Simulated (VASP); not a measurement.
A run of VASP 6.6.1 is set up as follows.

POSCAR

```
Al
1.0
   -1.6389552507      1.6389552507      1.5673504096
    1.6389552507     -1.6389552507      1.5673504096
    1.6389552507      1.6389552507     -1.5673504096
Al
1
Direct
    0.0000000000      0.0000000000      0.0000000000
```

The input INCAR.step1:

```
PREC = Accurate
ENCUT = 520
ISMEAR = 0
SIGMA = 0.15
LREAL = F
LASPH = T
NELM = 60
NBANDS = 8
GGA = PE
ALGO = Normal
EDIFF = 1E-4
LWAVE = T
LCHARG = F
```

Contents of INCAR.step2:

```
PREC = Accurate
ENCUT = 520
EDIFF = 1E-6
ISMEAR = 0
SIGMA = 0.15
LREAL = F
LASPH = T
NELM = 60
ALGO = Normal
ISIF = 2
LWAVE = F
LCHARG = F
METAGGA = R2SCAN
LMIXTAU = T
NBANDS = 8
ISTART = 1
```

The input KPOINTS:

```
regular mesh
0
Gamma
  20 20 20
```

Potentials or basis: VASP PAW PBE potentials, release 64 (Al).

Launch:

```bash
$ cat potpaw_PBE.64/Al/POTCAR > POTCAR
$ cp INCAR.step1 INCAR
$ mpirun -np 1 vasp_std > vasp.out
$ cp INCAR.step2 INCAR
$ mpirun -np 1 vasp_std > vasp.out
```

Task: Estimate the pressure.

Result: -3.3 GPa.

Stress tensor (GPa, compression positive):
```
-2.68  0.00  0.00
 0.00 -2.68  0.00
 0.00  0.00 -4.40
```

Caveat: the cell differs from its parent crystal (strain +0.030 along x and y, -0.015 along z); the PAW data sets were made with another functional, which shifts forces and pressure a little.
